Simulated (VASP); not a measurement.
# CdSe (F-43m) in VASP: further runs

Runs on CdSe. Level: PBE. Tasks: single point.

Everything below comes from runs of VASP 6.6.1. Logs are shortened: lines on timing, memory, paths and dates and some standing lists are left out, and cuts for length are marked.

### 1 The cell of the first run

It takes space group F-43m (No. 216, cubic). The conventional cell has a = 6.248 Å, b = 6.248 Å, c = 6.248 Å, α = 90.00°, β = 90.00°, γ = 90.00°. Within 3.6 Å of Cd (site symmetry -43m) lie 4 Se at 2.71 Å. Se (site symmetry -43m) has 4 Cd at 2.71 Å within 3.6 Å.

### 2 Single point, PBE

INCAR

```
ALGO     = Normal         # electronic algorithm
EDIFF    = 1E-6           # SCF threshold, eV
ENCUT    = 520            # plane-wave cutoff, eV
GGA      = PE             # functional
ISIF     = 2              # what is computed and relaxed
ISMEAR   = 0              # smearing method
LASPH    = True           # aspherical terms in the spheres
LCHARG   = False          # write CHGCAR
LREAL    = False          # projectors in reciprocal space
LWAVE    = False          # write WAVECAR
NBANDS   = 16             # bands
NELM     = 80             # most SCF steps
PREC     = Accurate       # precision mode
SIGMA    = 0.01           # smearing width, eV
```

KPOINTS

```
k-points
0
Gamma
  6 6 6
```

POSCAR

```
CdSe
1.0
    0.0000000000      3.1239112092      3.1239112092
    3.1239112092      0.0000000000      3.1239112092
    3.1239112092      3.1239112092      0.0000000000
Cd Se
1 1
Direct
    0.0000000000      0.0000000000      0.0000000000
    0.7500000000      0.7500000000      0.7500000000
```

Potentials or basis: VASP PAW PBE potentials, release 64 (Cd, Se).

Launch:

```sh
> cat potpaw_PBE.64/Cd/POTCAR potpaw_PBE.64/Se/POTCAR > POTCAR
> mpirun -np 1 vasp_std > vasp.out
```

OUTCAR:

```text
EDIFF = 1E-6
   ENCUT = 520
   GGA = PE
   ISIF = 2
   ISMEAR = 0
   LASPH = True
   LREAL = False
   NELM = 80
   PREC = Accurate

 ion  position               nearest neighbor table
   1  0.000  0.000  0.000-   2 2.71   2 2.71   2 2.71   2 2.71
   2  0.750  0.750  0.750-   1 2.71   1 2.71   1 2.71   1 2.71

  LATTYP: Found a face centered cubic cell.
 ALAT       =     6.2478224184

  Lattice vectors:

 A1 = (   0.0000000000,   3.1239112092,   3.1239112092)
 A2 = (   3.1239112092,   0.0000000000,   3.1239112092)
 A3 = (   3.1239112092,   3.1239112092,   0.0000000000)

Analysis of symmetry for initial positions (statically):
=====================================================================
 Subroutine PRICEL returns:
 Original cell was already a primitive cell.

 Routine SETGRP: Setting up the symmetry group for a
 face centered cubic supercell.

 Subroutine GETGRP returns: Found 24 space group operations
 (whereof 24 operations were pure point group operations)
 out of a pool of 48 trial point group operations.

The static configuration has the point symmetry T_d .

Analysis of symmetry for dynamics (positions and initial velocities):
=====================================================================
 Subroutine PRICEL returns:
 Original cell was already a primitive cell.

 Routine SETGRP: Setting up the symmetry group for a
 face centered cubic supercell.

 Subroutine GETGRP returns: Found 24 space group operations
 (whereof 24 operations were pure point group operations)
 out of a pool of 48 trial point group operations.

The dynamic configuration has the point symmetry T_d .

 Subroutine INISYM returns: Found 24 space group operations
 (whereof 24 operations are pure point group operations),
 and found     1 'primitive' translations

----------------------------------------------------------------------------------------

                                     Primitive cell

  volume of cell :      60.9714

  direct lattice vectors                    reciprocal lattice vectors
     0.000000000  3.123911209  3.123911209    -0.160055766  0.160055766  0.160055766
     3.123911209  0.000000000  3.123911209     0.160055766 -0.160055766  0.160055766
     3.123911209  3.123911209  0.000000000     0.160055766  0.160055766 -0.160055766

  length of vectors
     4.417877600  4.417877600  4.417877600     0.277224718  0.277224718  0.277224718

  position of ions in fractional coordinates (direct lattice)
     0.000000000  0.000000000  0.000000000
     0.750000000  0.750000000  0.750000000

  ion indices of the primitive-cell ions
   primitive index   ion index
                 1           1
                 2           2

----------------------------------------------------------------------------------------

 KPOINTS: k-points

Automatic generation of k-mesh.
 Grid dimensions read from file:
 generate k-points for:    6    6    6

 Generating k-lattice:

  Cartesian coordinates                     Fractional coordinates (reciprocal lattice)
    -0.026675961  0.026675961  0.026675961     0.166666667  0.000000000  0.000000000
     0.026675961 -0.026675961  0.026675961     0.000000000  0.166666667  0.000000000
     0.026675961  0.026675961 -0.026675961     0.000000000  0.000000000  0.166666667

  Length of vectors
     0.046204120  0.046204120  0.046204120

  Shift w.r.t. Gamma in fractional coordinates (k-lattice)
     0.000000000  0.000000000  0.000000000

 Subroutine IBZKPT returns following result:
 ===========================================

 Found     16 irreducible k-points:

 Following reciprocal coordinates:
            Coordinates               Weight
  0.000000  0.000000  0.000000      1.000000
  0.166667  0.000000  0.000000      8.000000
  0.333333  0.000000  0.000000      8.000000
  0.500000  0.000000  0.000000      4.000000
  0.166667  0.166667  0.000000      6.000000
  0.333333  0.166667  0.000000     24.000000
[... 8 lines left out ...]
 -0.333333  0.333333  0.166667     24.000000
 -0.333333  0.500000  0.166667     12.000000
   k-points           NKPTS =     16   k-points in BZ     NKDIM =     16   number of bands    NBANDS=     16
   number of dos      NEDOS =    301   number of ions     NIONS =      2
   total plane-waves  NPLWV =  46656
   dimension x,y,z NGX =    36 NGY =   36 NGZ =   36
   dimension x,y,z NGXF=    72 NGYF=   72 NGZF=   72
   ions per type =               1   1
   NGX,Y,Z   is equivalent  to a cutoff of  13.55, 13.55, 13.55 a.u.
   NGXF,Y,Z  is equivalent  to a cutoff of  27.09, 27.09, 27.09 a.u.
 SYSTEM =  unknown system
   PREC   = accura    normal or accurate (medium, high low for compatibility)
   ISTART =      0    job   : 0-new  1-cont  2-samecut
   ICHARG =      2    charge: 1-file 2-atom 10-const
   ISPIN  =      1    spin polarized calculation?
   LNONCOLLINEAR =      F non collinear calculations
   LSORBIT =      F    spin-orbit coupling
   LASPH  =      T    aspherical Exc in radial PAW
   ENCUT  =  520.0 eV  38.22 Ry    6.18 a.u.   8.21  8.21  8.21*2*pi/ulx,y,z
   NELM   =     80;   NELMIN=  2; NELMDL= -5     # of ELM steps
   EDIFF  = 0.1E-05   stopping-criterion for ELM
   LREAL  =      F    real-space projection
   EDIFFG = 0.1E-04   stopping-criterion for IOM
   NSW    =      0    number of steps for IOM
   IBRION =     -1    ionic relax: 0-MD 1-quasi-New 2-CG
   NFREE  =      0    steps in history (QN), initial steepest desc. (CG)
   ISIF   =      2    stress and relaxation
   ISYM   =      2    0-nonsym 1-usesym 2-fastsym
   POTIM  = 0.5000    time-step for ionic-motion
   TEBEG  =    0.0;   TEEND  =   0.0 temperature during run
   PSTRESS=    0.0 pullay stress
   NELECT =      18.0000    total number of electrons
   NUPDOWN=      -1.0000    fix difference up-down
   EMIN   =  10.00;   EMAX   =-10.00  energy-range for DOS
   EFERMI =   0.00;   METHOD = LEGACY
   ISMEAR =     0;   SIGMA  =   0.01  broadening in eV -4-tet -1-fermi 0-gaus
   EFERMI_NEDOS =   21; number of points for ismear=-14 and -15
   IALGO  =     38    algorithm
   IMIX   =      4    mixing-type and parameters
     AMIX     =   0.40;   BMIX     =  1.00
     AMIX_MAG =   1.60;   BMIX_MAG =  1.00
  volume/ion in A,a.u.               =      30.49       205.73
  Fermi-wavevector in a.u.,A,eV,Ry     =   1.090077  2.059946 16.167352  1.188267
  Thomas-Fermi vector in A             =   2.226293
   LORBIT       =      0    0 simple, 1 ext, 2 COOP (PROOUT), +10 PAW based schemes
   GGA     = PE    functional components
   LHFCALC =     F    Hartree Fock is set to
   AEXX    =    0.0000 exact exchange contribution
   IVDW    =     0    specifies the selected vdW correction
   LEPSILON=     F    determine dielectric tensor
   LRPA    =     F    only Hartree local field effects (RPA)
 non-spin polarized calculation
 Gauss-broadening in eV      SIGMA  =   0.01
  energy-cutoff  :      520.00
  volume of cell :       60.97
 maximum number of plane-waves:      1676
 NGX is ok and might be reduce to    36
   NGX = 17   NGY = 17   NGZ = 17

 number of electron      18.0000002 magnetization

 Free energy of the ion-electron system (eV)
  ---------------------------------------------------
  ext. energy  EPLUGINS =         0.00000000
  ---------------------------------------------------
  free energy    TOTEN  =        -5.49269770 eV

  energy without entropy =       -5.49269770  energy(sigma->0) =       -5.49269770

 E-fermi :   0.4465     XC(G=0):  -8.5232

 val. band max:        0.3384935449   @ k =   0.0000   0.0000   0.0000
 cond. band min:       0.7778210213   @ k =   0.0000   0.0000   0.0000
 fundamental gap:      0.4393274764
 Fermi energy:         0.4464774477

 k-point     1 :       0.0000    0.0000    0.0000
  band No.  band energies     occupation
      1     -11.8356      2.00000
      2      -7.3622      2.00000
      3      -7.3622      2.00000
      4      -7.3622      2.00000
      5      -7.0683      2.00000
      6      -7.0683      2.00000
[... 8 lines left out ...]
     15      11.2488      0.00000
     16      11.2488      0.00000

 k-point     2 :       0.1667    0.0000    0.0000
  band No.  band energies     occupation
      1     -11.7600      2.00000
      2      -7.3394      2.00000
      3      -7.3394      2.00000
      4      -7.2836      2.00000
      5      -7.0687      2.00000
      6      -7.0687      2.00000
[... 8 lines left out ...]
     15      10.3578      0.00000
     16      10.6439      0.00000

 k-point     3 :       0.3333    0.0000    0.0000
  band No.  band energies     occupation
      1     -11.6069      2.00000
      2      -7.3013      2.00000
      3      -7.3013      2.00000
      4      -7.0602      2.00000
      5      -7.0602      2.00000
      6      -7.0356      2.00000
[... 8 lines left out ...]
     15      10.7359      0.00000
     16      10.7359      0.00000

 k-point     4 :       0.5000    0.0000    0.0000
  band No.  band energies     occupation
      1     -11.5298      2.00000
      2      -7.2875      2.00000
      3      -7.2875      2.00000
      4      -7.0497      2.00000
      5      -7.0497      2.00000
      6      -6.8296      2.00000
[... 8 lines left out ...]
     15      12.2040      0.00000
     16      12.2040      0.00000

 k-point     5 :       0.1667    0.1667    0.0000
  band No.  band energies     occupation
      1     -11.7350      2.00000
      2      -7.3157      2.00000
      3      -7.3157      2.00000
      4      -7.2909      2.00000
      5      -7.0809      2.00000
      6      -7.0568      2.00000
[... 8 lines left out ...]
     15      11.4892      0.00000
     16      11.6312      0.00000

 k-point     6 :       0.3333    0.1667    0.0000
  band No.  band energies     occupation
      1     -11.6083      2.00000
      2      -7.2876      2.00000
      3      -7.2714      2.00000
      4      -7.1437      2.00000
      5      -7.0467      2.00000
      6      -7.0402      2.00000
[... 8 lines left out ...]
     15      11.6427      0.00000
     16      11.9224      0.00000

 k-point     7 :       0.5000    0.1667    0.0000
  band No.  band energies     occupation
      1     -11.5065      2.00000
      2      -7.2712      2.00000
      3      -7.2537      2.00000
      4      -7.0834      2.00000
      5      -7.0461      2.00000
      6      -6.8129      2.00000
[... 8 lines left out ...]
     15      11.9263      0.00000
     16      12.3055      0.00000

 k-point     8 :      -0.3333    0.1667    0.0000
  band No.  band energies     occupation
      1     -11.5318      2.00000
      2      -7.2721      2.00000
      3      -7.2701      2.00000
      4      -7.0678      2.00000
      5      -7.0673      2.00000
      6      -6.8753      2.00000
[... 8 lines left out ...]
     15      11.0825      0.00000
     16      12.1807      0.00000

 k-point     9 :      -0.1667    0.1667    0.0000
  band No.  band energies     occupation
      1     -11.6587      2.00000
      2      -7.3129      2.00000
      3      -7.2966      2.00000
      4      -7.1643      2.00000
      5      -7.0788      2.00000
      6      -7.0475      2.00000
[... 8 lines left out ...]
     15      10.7685      0.00000
     16      12.0082      0.00000

 k-point    10 :       0.3333    0.3333    0.0000
  band No.  band energies     occupation
      1     -11.5334      2.00000
      2      -7.2138      2.00000
      3      -7.2138      2.00000
      4      -7.1878      2.00000
      5      -7.0338      2.00000
      6      -6.9735      2.00000
[... 8 lines left out ...]
     15      12.1246      0.00000
     16      13.9518      0.00000

 k-point    11 :       0.5000    0.3333    0.0000
  band No.  band energies     occupation
      1     -11.4582      2.00000
      2      -7.2217      2.00000
      3      -7.1877      2.00000
      4      -7.1429      2.00000
      5      -7.0337      2.00000
      6      -6.7861      2.00000
[... 8 lines left out ...]
     15      12.5929      0.00000
     16      13.0719      0.00000

 k-point    12 :      -0.3333    0.3333    0.0000
  band No.  band energies     occupation
      1     -11.4581      2.00000
      2      -7.2442      2.00000
      3      -7.2118      2.00000
      4      -7.0958      2.00000
      5      -7.0566      2.00000
      6      -6.7235      2.00000
[... 8 lines left out ...]
     15      10.9645      0.00000
     16      14.0078      0.00000

 k-point    13 :       0.5000    0.5000    0.0000
  band No.  band energies     occupation
      1     -11.4333      2.00000
      2      -7.1987      2.00000
      3      -7.1578      2.00000
      4      -7.1578      2.00000
      5      -7.0223      2.00000
      6      -6.7747      2.00000
[... 8 lines left out ...]
     15      12.5984      0.00000
     16      13.1419      0.00000

 k-point    14 :       0.5000    0.3333    0.1667
  band No.  band energies     occupation
      1     -11.5079      2.00000
      2      -7.2465      2.00000
      3      -7.2380      2.00000
      4      -7.1166      2.00000
      5      -7.0470      2.00000
      6      -6.8643      2.00000
[... 8 lines left out ...]
     15      12.1062      0.00000
     16      13.0724      0.00000

 k-point    15 :      -0.3333    0.3333    0.1667
  band No.  band energies     occupation
      1     -11.4581      2.00000
      2      -7.2399      2.00000
      3      -7.2185      2.00000
      4      -7.0916      2.00000
      5      -7.0582      2.00000
      6      -6.7233      2.00000
[... 8 lines left out ...]
     15      11.9452      0.00000
     16      12.9771      0.00000

 k-point    16 :      -0.3333    0.5000    0.1667
  band No.  band energies     occupation
      1     -11.4338      2.00000
      2      -7.2080      2.00000
      3      -7.2008      2.00000
      4      -7.1162      2.00000
      5      -7.0455      2.00000
      6      -6.7035      2.00000
[... 8 lines left out ...]
     15      12.8528      0.00000
     16      12.9586      0.00000

------------------------ aborting loop because EDIFF is reached ----------------------------------------

  FORCE on cell =-STRESS in cart. coord.  units (eV):
  Direction    XX          YY          ZZ          XY          YZ          ZX
  --------------------------------------------------------------------------------------
  -------------------------------------------------------------------------------------
  Total       -0.3151253     -0.3151253     -0.3151253      0.0000000      0.0000000     -0.0000000
  in kB       -8.2807155     -8.2807155     -8.2807155      0.0000000      0.0000000     -0.0000000
  external PRESSURE =      -8.2807155 kB  Pullay stress =       0.0000000 kB

 VOLUME and BASIS-vectors are now :
 -----------------------------------------------------------------------------
  energy-cutoff  :      520.00
  volume of cell :       60.97
      direct lattice vectors                 reciprocal lattice vectors
     0.000000000  3.123911209  3.123911209    -0.160055766  0.160055766  0.160055766
     3.123911209  0.000000000  3.123911209     0.160055766 -0.160055766  0.160055766
     3.123911209  3.123911209  0.000000000     0.160055766  0.160055766 -0.160055766

 POSITION                                       TOTAL-FORCE (eV/Angst)
 -----------------------------------------------------------------------------------
      0.00000      0.00000      0.00000         0.000000      0.000000     -0.000000
      4.68587      4.68587      4.68587        -0.000000     -0.000000      0.000000
 -----------------------------------------------------------------------------------
    total drift:                                0.000000      0.000000      0.000000

  FREE ENERGIE OF THE ION-ELECTRON SYSTEM (eV)
  ---------------------------------------------------
  free  energy   TOTEN  =        -5.4926977007 eV

  energy  without entropy=       -5.4926977007  energy(sigma->0) =       -5.49269770
```

Run time: 17 s. Hardware: 1 thread of Intel Xeon Platinum 8488C (Sapphire Rapids), shared host; peak memory 0.2 GiB.

What came out:

- Free energy: -5.4927 eV
- Pressure: -0.8 GPa
- Band gap on the k mesh: 0.44 eV, direct

Levels at points of the mesh, in eV from the valence-band top:
| k point | band 5 | band 6 | band 7 | band 8 | band 9 | band 10 | band 11 | band 12 | band 13 | band 14 |
| --- | --- | --- | --- | --- | --- | --- | --- | --- | --- | --- |
| (0.00, 0.00, 0.00) | -7.41 | -7.41 | 0.00 | 0.00 | 0.00 | 0.44 | 5.92 | 5.92 | 5.92 | 9.46 |
| (0.50, 0.00, 0.00) | -7.39 | -7.17 | -3.94 | -0.64 | -0.64 | 2.28 | 6.41 | 6.41 | 7.17 | 9.82 |
| (0.50, 0.50, 0.00) | -7.36 | -7.11 | -3.73 | -1.60 | -1.60 | 3.28 | 3.65 | 8.75 | 9.74 | 9.74 |

### 3 Single point, PBE

This run uses another cell than the first one, of 31.26 Å³/atom, 1.025 times its volume.

INCAR

```
SYSTEM = CdSe
ALGO     = Normal         ! electronic algorithm
EDIFF    = 1E-6           ! SCF threshold, eV
ENCUT    = 520            ! plane-wave cutoff, eV
GGA      = PE             ! functional
ISIF     = 2              ! what is computed and relaxed
ISMEAR   = 0              ! smearing method
LASPH    = .TRUE.         ! aspherical terms in the spheres
LCHARG   = .FALSE.        ! write CHGCAR
LREAL    = .FALSE.        ! projectors in reciprocal space
LWAVE    = .FALSE.        ! write WAVECAR
NBANDS   = 16             ! bands
NELM     = 100            ! most SCF steps
PREC     = Accurate       ! precision mode
SIGMA    = 0.01           ! smearing width, eV
```

KPOINTS

```
k-points
0
G
  6 6 6
  0 0 0
```

POSCAR

```
CdSe
1.0
    0.0000000000      3.1500539411      3.1500539411
    3.1500539411      0.0000000000      3.1500539411
    3.1500539411      3.1500539411      0.0000000000
Cd Se
1 1
Direct
    0.0000000000      0.0000000000      0.0000000000
    0.7500000000      0.7500000000      0.7500000000
```

Potentials or basis: VASP PAW PBE potentials, release 64 (Cd, Se).

Launch:

```sh
> cat potpaw_PBE.64/Cd/POTCAR potpaw_PBE.64/Se/POTCAR > POTCAR
> mpirun -np 1 vasp_std > vasp.out
```

Wall time 17 s (1 thread of Intel Xeon Platinum 8488C (Sapphire Rapids), shared host); peak memory 0.2 GiB.

The run converged. Its results:

```yaml
Free_energy: -5.4800 eV
Pressure: -1.8 GPa
Band_gap_on_the_k_mesh: 0.39 eV, direct
```

Levels at points of the mesh, in eV from the valence-band top:
```csv
k point,band 6,band 7,band 8,band 9,band 10,band 11,band 12,band 13
"(0.00, 0.00, 0.00)",-7.37,0.00,0.00,0.00,0.39,5.91,5.91,5.91
"(0.50, 0.00, 0.00)",-7.15,-3.82,-0.61,-0.61,2.24,6.40,6.40,7.09
"(0.50, 0.50, 0.00)",-7.10,-3.63,-1.52,-1.52,3.31,3.61,8.65,9.59
```
